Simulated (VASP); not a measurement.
Here is a VASP 6.6.1 calculation.

INCAR

```
PREC = Accurate ; ENCUT = 520
EDIFF = 1E-6 ; ISMEAR = 0
SIGMA = 0.1 ; LREAL = False
LASPH = True ; NELM = 100
ALGO = Normal ; ISIF = 2
LWAVE = False ; LCHARG = True
GGA = PE ; LELF = True
LVHAR = True ; NBANDS = 26
```

The input KPOINTS:

```
Automatic mesh
0
Gamma
  4 4 4
```

POSCAR

```
P
1.0
    5.2455716869     -0.0653429023     -0.2045420515
   -2.3904267478      5.2181007369      0.1882023709
   -2.2668078668     -2.0174749835      4.9124236455
P
7
Direct
    0.1046173266      0.4369061810      0.8862081159
    0.4246872408      0.7922766508      0.5220356585
    0.7511971626      0.1373043912      0.1894802693
    0.8953826734      0.5630938190      0.1137918841
    0.5753127592      0.2077233492      0.4779643415
    0.2488028374      0.8626956088      0.8105197307
    0.0000000000      0.0000000000      0.0000000000
```

Potentials or basis: VASP PAW PBE potentials, release 64 (P).

The run is started by

```sh
$ cat potpaw_PBE.64/P/POTCAR > POTCAR
$ mpirun -np 1 vasp_std > vasp.out
```

(1) What does it give for the band gap on the k mesh?

(2) Predict the pressure.

(3) Predict the largest force.

## Answers

(1) zero (an odd number of electrons rules out a gap without spin polarisation).

(2) -0.2 GPa.

(3) 0.086 eV/Å.

Caveat: an odd number of electrons without spin polarisation forces a metal; a magnetic or distorted state may lie lower.
